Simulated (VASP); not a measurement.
# C (Fd-3m) in VASP: further runs

The runs below take C through single point, with LDA.

All numbers are computed with VASP 6.6.1; they aren't measurements. Logs are shortened: lines on timing, memory, paths and dates and some standing lists are left out, and cuts for length are marked.

### 1 The cell of the first run

It takes space group Fd-3m (No. 227, cubic). The conventional cell has a = 3.532 Å, b = 3.532 Å, c = 3.532 Å, α = 90.00°, β = 90.00°, γ = 90.00°. Within 2.0 Å of C (site symmetry -43m) lie 4 C at 1.53 Å.

### 2 Single point, LDA

File INCAR:

```
  PREC = Accurate
  ENCUT = 520
  EDIFF = 1E-6
  ISMEAR = -1
  SIGMA = 0.05
  LREAL = False
  LASPH = True
  NELM = 100
  ALGO = Normal
  ISIF = 2
  LWAVE = False
  LCHARG = False
  NBANDS = 11
```

File KPOINTS:

```
Automatic mesh
0
Gamma
  8 8 8
```

File POSCAR:

```
C
1.0
    0.0000000000      1.7658874545      1.7658874545
    1.7658874545      0.0000000000      1.7658874545
    1.7658874545      1.7658874545      0.0000000000
C
2
Direct
    0.5000000000      0.5000000000      0.5000000000
    0.7500000000      0.7500000000      0.7500000000
```

Potentials or basis: VASP PAW LDA potentials, release 64 (C).

Launch:

```console
cat potpaw_LDA.64/C/POTCAR > POTCAR
mpirun -np 1 vasp_std > vasp.out
```

OUTCAR:

```text
PREC = Accurate
   ENCUT = 520
   EDIFF = 1E-6
   ISMEAR = -1
   LREAL = False
   LASPH = True
   NELM = 100
   ISIF = 2

 ion  position               nearest neighbor table
   1  0.500  0.500  0.500-   2 1.53   2 1.53   2 1.53   2 1.53
   2  0.750  0.750  0.750-   1 1.53   1 1.53   1 1.53   1 1.53

  LATTYP: Found a face centered cubic cell.
 ALAT       =     3.5317749090

  Lattice vectors:

 A1 = (   0.0000000000,   1.7658874545,   1.7658874545)
 A2 = (   1.7658874545,   0.0000000000,   1.7658874545)
 A3 = (   1.7658874545,   1.7658874545,   0.0000000000)

Analysis of symmetry for initial positions (statically):
=====================================================================
 Subroutine PRICEL returns:
 Original cell was already a primitive cell.

 Routine SETGRP: Setting up the symmetry group for a
 face centered cubic supercell.

 Subroutine GETGRP returns: Found 48 space group operations
 (whereof 24 operations were pure point group operations)
 out of a pool of 48 trial point group operations.

The static configuration has the point symmetry T_d .
 The point group associated with its full space group is O_h .

Analysis of symmetry for dynamics (positions and initial velocities):
=====================================================================
 Subroutine PRICEL returns:
 Original cell was already a primitive cell.

 Routine SETGRP: Setting up the symmetry group for a
 face centered cubic supercell.

 Subroutine GETGRP returns: Found 48 space group operations
 (whereof 24 operations were pure point group operations)
 out of a pool of 48 trial point group operations.

The dynamic configuration has the point symmetry T_d .
 The point group associated with its full space group is O_h .

 Subroutine INISYM returns: Found 48 space group operations
 (whereof 24 operations are pure point group operations),
 and found     1 'primitive' translations

----------------------------------------------------------------------------------------

                                     Primitive cell

  volume of cell :      11.0133

  direct lattice vectors                    reciprocal lattice vectors
     0.000000000  1.765887455  1.765887455    -0.283143752  0.283143752  0.283143752
     1.765887455  0.000000000  1.765887455     0.283143752 -0.283143752  0.283143752
     1.765887455  1.765887455  0.000000000     0.283143752  0.283143752 -0.283143752

  length of vectors
     2.497341988  2.497341988  2.497341988     0.490419365  0.490419365  0.490419365

[... 88 lines left out ...]
   POTIM  = 0.5000    time-step for ionic-motion
   TEBEG  =    0.0;   TEEND  =   0.0 temperature during run
   PSTRESS=    0.0 pullay stress
   NELECT =       8.0000    total number of electrons
   NUPDOWN=      -1.0000    fix difference up-down
   EMIN   =  10.00;   EMAX   =-10.00  energy-range for DOS
   EFERMI =   0.00;   METHOD = LEGACY
   ISMEAR =    -1;   SIGMA  =   0.05  broadening in eV -4-tet -1-fermi 0-gaus
   EFERMI_NEDOS =   21; number of points for ismear=-14 and -15
   IALGO  =     38    algorithm
   IMIX   =      4    mixing-type and parameters
     AMIX     =   0.40;   BMIX     =  1.00
     AMIX_MAG =   1.60;   BMIX_MAG =  1.00
  volume/ion in A,a.u.               =       5.51        37.16
  Fermi-wavevector in a.u.,A,eV,Ry     =   1.471629  2.780976 29.466046  2.165693
  Thomas-Fermi vector in A             =   2.586742
   LORBIT       =      0    0 simple, 1 ext, 2 COOP (PROOUT), +10 PAW based schemes
   GGA     = CA    functional components
   LHFCALC =     F    Hartree Fock is set to
   AEXX    =    0.0000 exact exchange contribution
   IVDW    =     0    specifies the selected vdW correction
   LEPSILON=     F    determine dielectric tensor
   LRPA    =     F    only Hartree local field effects (RPA)
 non-spin polarized calculation
  energy-cutoff  :      520.00
  volume of cell :       11.01
 maximum number of plane-waves:       307
   NGX =  9   NGY =  9   NGZ =  9

 number of electron       7.9999998 magnetization

 Free energy of the ion-electron system (eV)
  ---------------------------------------------------
  ext. energy  EPLUGINS =         0.00000000
  ---------------------------------------------------
  free energy    TOTEN  =       -20.24438862 eV

  energy without entropy =      -20.24438862  energy(sigma->0) =      -20.24438862

 E-fermi :  11.2680     XC(G=0): -13.6430

 val. band max:       10.1614220210   @ k =   0.0000   0.0000   0.0000
 cond. band min:      14.3316890861   @ k =   0.3750   0.3750   0.0000
 fundamental gap:      4.1702670651
 Fermi energy:        11.2679607100

 k-point     1 :       0.0000    0.0000    0.0000
  band No.  band energies     occupation
      1     -11.5553      2.00000
      2      10.1614      2.00000
      3      10.1614      2.00000
      4      10.1614      2.00000
      5      15.7871      0.00000
      6      15.7871      0.00000
      7      15.7871      0.00000
      8      24.3992      0.00000
      9      29.5567      0.00000
     10      37.1237      0.00000
     11      37.1237      0.00000
[... 309 lines left out ...]
 k-point    24 :      -0.3750    0.2500    0.1250
  band No.  band energies     occupation
      1      -4.5222      2.00000
      2      -2.4605      2.00000
      3       3.7717      2.00000
      4       5.3343      2.00000
      5      18.4311      0.00000
      6      19.8663      0.00000
      7      23.6079      0.00000
      8      25.2419      0.00000
      9      28.4889      0.00000
     10      34.3399      0.00000
     11      36.7305      0.00000

 [... further k-points ...]

------------------------ aborting loop because EDIFF is reached ----------------------------------------

  FORCE on cell =-STRESS in cart. coord.  units (eV):
  Direction    XX          YY          ZZ          XY          YZ          ZX
  --------------------------------------------------------------------------------------
  -------------------------------------------------------------------------------------
  Total        0.1111394      0.1111394      0.1111394     -0.0000000      0.0000000     -0.0000000
  in kB       16.1681154     16.1681154     16.1681154     -0.0000000      0.0000000     -0.0000000
  external PRESSURE =      16.1681154 kB  Pullay stress =       0.0000000 kB

 VOLUME and BASIS-vectors are now :
 -----------------------------------------------------------------------------
  energy-cutoff  :      520.00
  volume of cell :       11.01
      direct lattice vectors                 reciprocal lattice vectors
     0.000000000  1.765887455  1.765887455    -0.283143752  0.283143752  0.283143752
     1.765887455  0.000000000  1.765887455     0.283143752 -0.283143752  0.283143752
     1.765887455  1.765887455  0.000000000     0.283143752  0.283143752 -0.283143752

 POSITION                                       TOTAL-FORCE (eV/Angst)
 -----------------------------------------------------------------------------------
      1.76589      1.76589      1.76589         0.000000      0.000000      0.000000
      2.64883      2.64883      2.64883        -0.000000     -0.000000     -0.000000
 -----------------------------------------------------------------------------------
    total drift:                                0.000000     -0.000000      0.000000

  FREE ENERGIE OF THE ION-ELECTRON SYSTEM (eV)
  ---------------------------------------------------
  free  energy   TOTEN  =       -20.2443886183 eV

  energy  without entropy=      -20.2443886183  energy(sigma->0) =      -20.24438862
```

OSZICAR:

```text
N       E                     dE             d eps       ncg     rms          rms(c)
DAV:   1    -0.139053366819E+01   -0.13905E+01   -0.47026E+03   646   0.701E+02
DAV:   2    -0.207711044538E+02   -0.19381E+02   -0.18972E+02   847   0.128E+02
DAV:   3    -0.211126409315E+02   -0.34154E+00   -0.34054E+00   746   0.134E+01
DAV:   4    -0.211132663940E+02   -0.62546E-03   -0.62545E-03   674   0.715E-01
DAV:   5    -0.211132671800E+02   -0.78600E-06   -0.78611E-06   742   0.241E-02    0.592E+00
DAV:   6    -0.204686676699E+02    0.64460E+00   -0.34509E-01   659   0.409E+00    0.344E+00
DAV:   7    -0.202445062470E+02    0.22416E+00   -0.40976E-01   695   0.447E+00    0.761E-01
DAV:   8    -0.202444037063E+02    0.10254E-03   -0.98159E-03   674   0.819E-01    0.294E-02
DAV:   9    -0.202443870484E+02    0.16658E-04   -0.38719E-05   713   0.480E-02    0.208E-02
DAV:  10    -0.202443886874E+02   -0.16390E-05   -0.22266E-06   690   0.123E-02    0.498E-03
DAV:  11    -0.202443886183E+02    0.69131E-07   -0.92290E-08   342   0.231E-03
   1 F= -.20244389E+02 E0= -.20244389E+02  d E =-.331719E-11
```

Wall time 2.9 s (1 thread of AMD EPYC 7R43 (Zen 3), shared host); peak memory 0.07 GiB.

What came out:

* Free energy: -20.2444 eV
* Pressure: 1.6 GPa
* Band gap on the k mesh: 4.17 eV, indirect (least direct gap 5.63 eV)

A k mesh can miss the band edges. LDA gaps usually lie below the measured ones, often by a third to a half.

### 3 Single point, LDA (volume scaled by 0.88)

File INCAR:

```
SYSTEM = C
PREC = Accurate
ENCUT = 520
EDIFF = 1E-6
ISMEAR = -1
SIGMA = 0.05
LREAL = .False.
LASPH = .True.
NELM = 100
ALGO = Normal
ISIF = 2
LWAVE = .False.
LCHARG = .False.
GGA = CA
NBANDS = 11
```

File KPOINTS:

```
Automatic mesh
0
Gamma
  13 13 13
  0 0 0
```

File POSCAR:

```
C
1.0
    0.0000000000      1.6922216429      1.6922216429
    1.6922216429      0.0000000000      1.6922216429
    1.6922216429      1.6922216429      0.0000000000
C
2
Direct
    0.5000000000      0.5000000000      0.5000000000
    0.7500000000      0.7500000000      0.7500000000
```

Potentials or basis: VASP PAW LDA potentials, release 64 (C).

Launch:

```console
cat potpaw_LDA.64/C/POTCAR > POTCAR
mpirun -np 1 vasp_std > vasp.out
```

Run time: 5.7 s. Hardware: 1 thread of AMD EPYC 7R43 (Zen 3), shared host; peak memory 0.08 GiB.

It converged, with:

```
Free energy            : -19.9450 eV
Pressure               : 77.5 GPa
Band gap on the k mesh : 4.50 eV, indirect (least direct gap 5.99 eV)
```

Levels at points of the mesh, in eV from the valence-band top:
| k point | band 1 | band 2 | band 3 | band 4 | band 5 | band 6 | band 7 | band 8 |
| --- | --- | --- | --- | --- | --- | --- | --- | --- |
| (0.00, 0.00, 0.00) | -23.53 | 0.00 | 0.00 | 0.00 | 5.99 | 5.99 | 5.99 | 17.32 |

### 4 Single point, LDA (volume scaled by 0.92)

File INCAR:

```
ALGO     = Normal         # electronic algorithm
EDIFF    = 1E-6           # SCF threshold, eV
ENCUT    = 520            # plane-wave cutoff, eV
GGA      = CA             # functional
ISIF     = 2              # what is computed and relaxed
ISMEAR   = -1             # smearing method
LASPH    = True           # aspherical terms in the spheres
LCHARG   = False          # write CHGCAR
LREAL    = False          # projectors in reciprocal space
LWAVE    = False          # write WAVECAR
NBANDS   = 11             # bands
NELM     = 100            # most SCF steps
PREC     = Accurate       # precision mode
SIGMA    = 0.05           # smearing width, eV
```

File KPOINTS:

```
k-points
0
Gamma
  13 13 13
```

File POSCAR:

```
C
1.0
    0.0000000000      1.7174824066      1.7174824066
    1.7174824066      0.0000000000      1.7174824066
    1.7174824066      1.7174824066      0.0000000000
C
2
Direct
    0.5000000000      0.5000000000      0.5000000000
    0.7500000000      0.7500000000      0.7500000000
```

Launch:

```console
cat potpaw_LDA.64/C/POTCAR > POTCAR
mpirun -np 1 vasp_std > vasp.out
```

Run time: 6.2 s. Hardware: 1 thread of AMD EPYC 7R43 (Zen 3), shared host; peak memory 0.08 GiB.

The run converged. Its results:

```
Free energy            : -20.1164 eV
Pressure               : 47.4 GPa
Band gap on the k mesh : 4.38 eV, indirect (least direct gap 5.86 eV)
```

Levels at points of the mesh, in eV from the valence-band top:
| k point | band 1 | band 2 | band 3 | band 4 | band 5 | band 6 | band 7 | band 8 | band 9 |
| --- | --- | --- | --- | --- | --- | --- | --- | --- | --- |
| (0.00, 0.00, 0.00) | -22.88 | 0.00 | 0.00 | 0.00 | 5.86 | 5.86 | 5.86 | 16.23 | 20.56 |

 A k mesh can miss the band edges.

### 5 Single point, LDA (volume scaled by 0.96)

INCAR, as its differences from that of step 4:

```diff
@@ -3,3 +3,2 @@
 ENCUT    = 520            # plane-wave cutoff, eV
-GGA      = CA             # functional
 ISIF     = 2              # what is computed and relaxed
@@ -11,3 +10,3 @@
 NBANDS   = 11             # bands
-NELM     = 100            # most SCF steps
+NELM     = 80             # most SCF steps
 PREC     = Accurate       # precision mode
```

KPOINTS is that of step 4.

File POSCAR:

```
C
1.0
    0.0000000000      1.7420211848      1.7420211848
    1.7420211848      0.0000000000      1.7420211848
    1.7420211848      1.7420211848      0.0000000000
C
2
Direct
    0.5000000000      0.5000000000      0.5000000000
    0.7500000000      0.7500000000      0.7500000000
```

Launch:

```console
cat potpaw_LDA.64/C/POTCAR > POTCAR
mpirun -np 1 vasp_std > vasp.out
```

Wall time 6.4 s (1 thread of AMD EPYC 7R43 (Zen 3), shared host); peak memory 0.08 GiB.

It converged, with:

* Free energy: -20.2122 eV
* Pressure: 22.4 GPa
* Band gap on the k mesh: 4.28 eV, indirect (least direct gap 5.74 eV)

Levels at points of the mesh, in eV from the valence-band top:
```csv
k point,band 2,band 3,band 4,band 5,band 6,band 7
"(0.00, 0.00, 0.00)",0.00,0.00,0.00,5.74,5.74,5.74
```

### 6 Overview

| cell | k mesh | gap on the mesh (eV) | pressure (GPa) |
| --- | --- | --- | --- |
| a = 2.497 Å, angles 60.0°, 2 atoms | 8 × 8 × 8 | 4.17 | 1.6 |
| a = 2.393 Å, angles 60.0°, 2 atoms | 13 × 13 × 13 | 4.50 | 77.5 |
| a = 2.429 Å, angles 60.0°, 2 atoms | 13 × 13 × 13 | 4.38 | 47.4 |
| a = 2.464 Å, angles 60.0°, 2 atoms | 13 × 13 × 13 | 4.28 | 22.4 |

Alike in all rows: task single point; level LDA; potentials or basis VASP PAW LDA potentials, release 64 (C); no spin polarisation; cutoff (eV) 520; smearing fermi-dirac 0.05 eV.

Total energies depend on the potentials used, so only differences within one code and one set of settings carry meaning.
